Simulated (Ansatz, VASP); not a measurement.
**Two plane-wave programs on CaO**

```
Ca O
1.0
     0.00000    2.39755    2.39755
     2.39755    0.00000    2.39755
     2.39755    2.39755    0.00000
Ca O
1 1
Direct
  0.00000 0.00000 0.00000
  0.50000 0.50000 0.50000
```

Alike in both runs: task single point; functional r2SCAN; k mesh 10 × 10 × 10; no spin polarisation.

```csv
,VASP,Ansatz
version,VASP 6.6.1,Ansatz 0.2.0
potentials or method,"VASP PAW PBE potentials, release 64 (Ca_sv, O)","plane waves, PAW"
plane-wave cutoff (eV),520,500
occupations,"gaussian, width 0.01 eV",fixed
valence electrons in the cell,16,16
```

|  | VASP | Ansatz | Ansatz less VASP |
| --- | --- | --- | --- |
| gap on the k mesh at the Fermi level (eV) | 4.19 | 4.20 | +0.012 |
| pressure (GPa) | 1.1 | 0.0 | -1.08 |

VASP's potentials were made for PBE, not for r2SCAN.
